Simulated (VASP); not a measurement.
# V (Fd-3m) in VASP: further runs

The runs below take V through single point, with LDA.

All numbers are computed with VASP 6.6.1; they aren't measurements. Logs are shortened: lines on timing, memory, paths and dates and some standing lists are left out, and cuts for length are marked.

## 1. The cell of the first run

It takes space group Fd-3m (No. 227, cubic). Conventional cell: a = 4.480 Å, b = 4.480 Å, c = 4.480 Å, α = 90.00°, β = 90.00°, γ = 90.00°. Within 2.6 Å of V (site symmetry -43m) lie 4 V at 1.94 Å.

This isn't the form of V at room conditions, which is bcc.

## 2. Single point, LDA (11.24 Å³/atom)

Contents of INCAR:

```
SYSTEM = V
  PREC = Accurate
  ENCUT = 520
  EDIFF = 1E-6
  ISMEAR = -1
  SIGMA = 0.05
  LREAL = .False.
  LASPH = .True.
  NELM = 80
  ALGO = Normal
  ISIF = 2
  LWAVE = .False.
  LCHARG = .False.
  NBANDS = 20
```

Contents of KPOINTS:

```
Automatic mesh
0
Gamma
  13 13 13
  0 0 0
```

Contents of POSCAR:

```
V
1.0
    0.0000000000      2.2399697332      2.2399697332
    2.2399697332      0.0000000000      2.2399697332
    2.2399697332      2.2399697332      0.0000000000
V
2
Direct
   -0.1250000000     -0.1250000000     -0.1250000000
    0.1250000000      0.1250000000      0.1250000000
```

Potentials or basis: VASP PAW LDA potentials, release 64 (V_sv).

Command:

```
$ cat potpaw_LDA.64/V_sv/POTCAR > POTCAR
$ mpirun -np 1 vasp_std > vasp.out
```

OUTCAR:

```text
SYSTEM = V
   PREC = Accurate
   ENCUT = 520
   EDIFF = 1E-6
   ISMEAR = -1
   LREAL = .False.
   LASPH = .True.
   NELM = 80
   ISIF = 2

 ion  position               nearest neighbor table
   1  0.875  0.875  0.875-   2 1.94   2 1.94   2 1.94   2 1.94
   2  0.125  0.125  0.125-   1 1.94   1 1.94   1 1.94   1 1.94

  LATTYP: Found a face centered cubic cell.
 ALAT       =     4.4799394664

  Lattice vectors:

 A1 = (   0.0000000000,   2.2399697332,   2.2399697332)
 A2 = (   2.2399697332,   0.0000000000,   2.2399697332)
 A3 = (   2.2399697332,   2.2399697332,   0.0000000000)

Analysis of symmetry for initial positions (statically):
=====================================================================
 Subroutine PRICEL returns:
 Original cell was already a primitive cell.

 Routine SETGRP: Setting up the symmetry group for a
 face centered cubic supercell.

 Subroutine GETGRP returns: Found 48 space group operations
 (whereof 12 operations were pure point group operations)
 out of a pool of 48 trial point group operations.

The static configuration has the point symmetry D_3d.
 The point group associated with its full space group is O_h .

Analysis of symmetry for dynamics (positions and initial velocities):
=====================================================================
 Subroutine PRICEL returns:
 Original cell was already a primitive cell.

 Routine SETGRP: Setting up the symmetry group for a
 face centered cubic supercell.

 Subroutine GETGRP returns: Found 48 space group operations
 (whereof 12 operations were pure point group operations)
 out of a pool of 48 trial point group operations.

The dynamic configuration has the point symmetry D_3d.
 The point group associated with its full space group is O_h .

 Subroutine INISYM returns: Found 48 space group operations
 (whereof 12 operations are pure point group operations),
 and found     1 'primitive' translations

----------------------------------------------------------------------------------------

                                     Primitive cell

  volume of cell :      22.4779

  direct lattice vectors                    reciprocal lattice vectors
     0.000000000  2.239969733  2.239969733    -0.223217302  0.223217302  0.223217302
     2.239969733  0.000000000  2.239969733     0.223217302 -0.223217302  0.223217302
     2.239969733  2.239969733  0.000000000     0.223217302  0.223217302 -0.223217302

  length of vectors
     3.167795576  3.167795576  3.167795576     0.386623708  0.386623708  0.386623708
[... 78 lines left out ...]
   LASPH  =      T    aspherical Exc in radial PAW
   ENCUT  =  520.0 eV  38.22 Ry    6.18 a.u.   5.89  5.89  5.89*2*pi/ulx,y,z
   NELM   =     80;   NELMIN=  2; NELMDL= -5     # of ELM steps
   EDIFF  = 0.1E-05   stopping-criterion for ELM
   LREAL  =      F    real-space projection
   EDIFFG = 0.1E-04   stopping-criterion for IOM
   NSW    =      0    number of steps for IOM
   IBRION =     -1    ionic relax: 0-MD 1-quasi-New 2-CG
   NFREE  =      0    steps in history (QN), initial steepest desc. (CG)
   ISIF   =      2    stress and relaxation
   ISYM   =      2    0-nonsym 1-usesym 2-fastsym
   POTIM  = 0.5000    time-step for ionic-motion
   TEBEG  =    0.0;   TEEND  =   0.0 temperature during run
   PSTRESS=    0.0 pullay stress
   NELECT =      26.0000    total number of electrons
   NUPDOWN=      -1.0000    fix difference up-down
   EMIN   =  10.00;   EMAX   =-10.00  energy-range for DOS
   EFERMI =   0.00;   METHOD = LEGACY
   ISMEAR =    -1;   SIGMA  =   0.05  broadening in eV -4-tet -1-fermi 0-gaus
   EFERMI_NEDOS =   21; number of points for ismear=-14 and -15
   IALGO  =     38    algorithm
   IMIX   =      4    mixing-type and parameters
     AMIX     =   0.40;   BMIX     =  1.00
     AMIX_MAG =   1.60;   BMIX_MAG =  1.00
  volume/ion in A,a.u.               =      11.24        75.84
  Fermi-wavevector in a.u.,A,eV,Ry     =   1.718490  3.247476 40.180855  2.953210
  Thomas-Fermi vector in A             =   2.795294
   LORBIT       =      0    0 simple, 1 ext, 2 COOP (PROOUT), +10 PAW based schemes
   GGA     = CA    functional components
   LHFCALC =     F    Hartree Fock is set to
   AEXX    =    0.0000 exact exchange contribution
   IVDW    =     0    specifies the selected vdW correction
   LEPSILON=     F    determine dielectric tensor
   LRPA    =     F    only Hartree local field effects (RPA)
 non-spin polarized calculation
  energy-cutoff  :      520.00
  volume of cell :       22.48
 maximum number of plane-waves:       620
   NGX = 11   NGY = 11   NGZ = 11

 number of electron      26.0000010 magnetization

 Free energy of the ion-electron system (eV)
  ---------------------------------------------------
  ext. energy  EPLUGINS =         0.00000000
  ---------------------------------------------------
  free energy    TOTEN  =       -13.21514331 eV

  energy without entropy =      -13.19194863  energy(sigma->0) =      -13.20354597

 E-fermi :  12.3511     XC(G=0): -13.8186

 val. band max:       12.3387105548   @ k =  -0.2308   0.3846   0.1538
 cond. band min:      12.3527380546   @ k =  -0.3846   0.3846   0.1538
 fundamental gap:      0.0140274998
 Fermi energy:        12.3510760194

 k-point     1 :       0.0000    0.0000    0.0000
  band No.  band energies     occupation
      1     -51.8251      2.00000
      2     -48.9240      2.00000
      3     -26.2226      2.00000
      4     -26.2226      2.00000
      5     -26.2226      2.00000
      6     -23.5992      2.00000
[... 541 lines left out ...]
     19      18.0871      0.00000
     20      20.4461      0.00000

 [... further k-points ...]

------------------------ aborting loop because EDIFF is reached ----------------------------------------

  FORCE on cell =-STRESS in cart. coord.  units (eV):
  Direction    XX          YY          ZZ          XY          YZ          ZX
  --------------------------------------------------------------------------------------
  -------------------------------------------------------------------------------------
  Total       11.1713425     11.1713425     11.1713425     -0.0000000     -0.0000000     -0.0000000
  in kB      796.2684392    796.2684392    796.2684392     -0.0000000     -0.0000000     -0.0000000
  external PRESSURE =     796.2684392 kB  Pullay stress =       0.0000000 kB

 VOLUME and BASIS-vectors are now :
 -----------------------------------------------------------------------------
  energy-cutoff  :      520.00
  volume of cell :       22.48
      direct lattice vectors                 reciprocal lattice vectors
     0.000000000  2.239969733  2.239969733    -0.223217302  0.223217302  0.223217302
     2.239969733  0.000000000  2.239969733     0.223217302 -0.223217302  0.223217302
     2.239969733  2.239969733  0.000000000     0.223217302  0.223217302 -0.223217302

 POSITION                                       TOTAL-FORCE (eV/Angst)
 -----------------------------------------------------------------------------------
      3.91995      3.91995      3.91995        -0.000000      0.000000     -0.000000
      0.55999      0.55999      0.55999         0.000000     -0.000000      0.000000
 -----------------------------------------------------------------------------------
    total drift:                                0.000000      0.000000      0.000000

  FREE ENERGIE OF THE ION-ELECTRON SYSTEM (eV)
  ---------------------------------------------------
  free  energy   TOTEN  =       -13.2151433059 eV

  energy  without entropy=      -13.1919486255  energy(sigma->0) =      -13.20354597
```

stdout:

```text
POSCAR found type information on POSCAR V
 POSCAR found :  1 types and       2 ions
 scaLAPACK will be used
 LDA part: xc-table for (Slater(with rela. corr.)+CA(PZ))
 , standard interpolation
 POSCAR, INCAR and KPOINTS ok, starting setup
 FFT: planning ... GRIDC
 FFT: planning ... GRID_SOFT
 FFT: planning ... GRID
 WAVECAR not read
 entering main loop
```

It took 20 s on 1 thread of Intel Xeon Platinum 8375C at 2.90GHz (Ice Lake), shared host; peak memory 0.15 GiB.

Results:

- Free energy: -13.2151 eV
- Pressure: 79.6 GPa
- Band gap on the k mesh: zero (bands 13 and 14 overlap by 2.61 eV)

Levels at points of the mesh, in eV from the Fermi level:
```csv
k point,band 11,band 12,band 13,band 14,band 15,band 16
"(0.00, 0.00, 0.00)",-3.10,-1.17,-1.17,-1.17,2.28,2.28
```

Caveat: atoms lie so close that the PAW spheres overlap strongly, which falsifies energies and pressures; the cell stands under pressure.

[end of part 1 of 2]
